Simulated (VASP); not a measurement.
Set up this calculation in VASP 6.6.1, as the native input.

- Task: relaxation of cell and atoms
- Functional: LDA
- Potentials or basis: VASP PAW LDA potentials, release 64 (La)
- Cutoff: 600 eV
- k mesh: 14 × 14 × 4
- Occupations: gaussian, width 0.05 eV
- Spin: no spin polarisation
- Dipole correction: no
- Further INCAR settings: ALGO = Normal; EDIFF = 1e-06; IBRION = 2; EDIFFG = -0.01; NSW = 80; ISIF = 3

The structure of La lies in POSCAR:

```
La
1.0
    3.7700000000      0.0000000000      0.0000000000
   -1.8850000000      3.2649157723      0.0000000000
    0.0000000000      0.0000000000     12.1300000000
La
4
Direct
    0.0000000000      0.0000000000      0.0000000000
    0.0000000000      0.0000000000      0.5000000000
    0.3333333333      0.6666666667      0.2500000000
    0.6666666667      0.3333333333      0.7500000000
```

These files were run (other wordings do the same):

INCAR

```
SYSTEM = La
PREC = Accurate ; ENCUT = 600
EDIFF = 1E-6 ; ISMEAR = 0
SIGMA = 0.05 ; LREAL = .False.
LASPH = .True. ; NELM = 100
ALGO = Normal ; ISIF = 3
LWAVE = .False. ; LCHARG = .False.
GGA = CA ; IBRION = 2
NSW = 80 ; EDIFFG = -0.01
```

KPOINTS

```
regular mesh
0
Gamma
  14 14 4
  0 0 0
```

Potentials or basis: VASP PAW LDA potentials, release 64 (La).

Launch:

```sh
$ cat potpaw_LDA.64/La/POTCAR > POTCAR
$ mpirun -np 1 vasp_std > vasp.out
```

Results of the run:

- Relaxed volume: 32.11 Å³/atom
- Relaxed cell: a = 3.588 Å, b = 3.588 Å, c = 11.520 Å, α = 90.00°, β = 90.00°, γ = 120.00°
- Space group after relaxing (to 0.05 Å): P6_3/mmc (No. 194)
- Energy gained by relaxing: 63.7 meV/atom
- Ionic steps: 6
- Pressure after relaxing: 0.0 GPa
- Band gap on the k mesh: zero (band 22 reaches 10.15 eV, above the bottom of band 23 at 8.95 eV)

Caveat: spin-orbit coupling is left out, which moves the levels of the heavy elements.

Run time: 15 min on 1 thread of AMD EPYC 9R45 96-Core Processor (Zen 5), with other jobs on the host, peak memory 0.42 GiB.
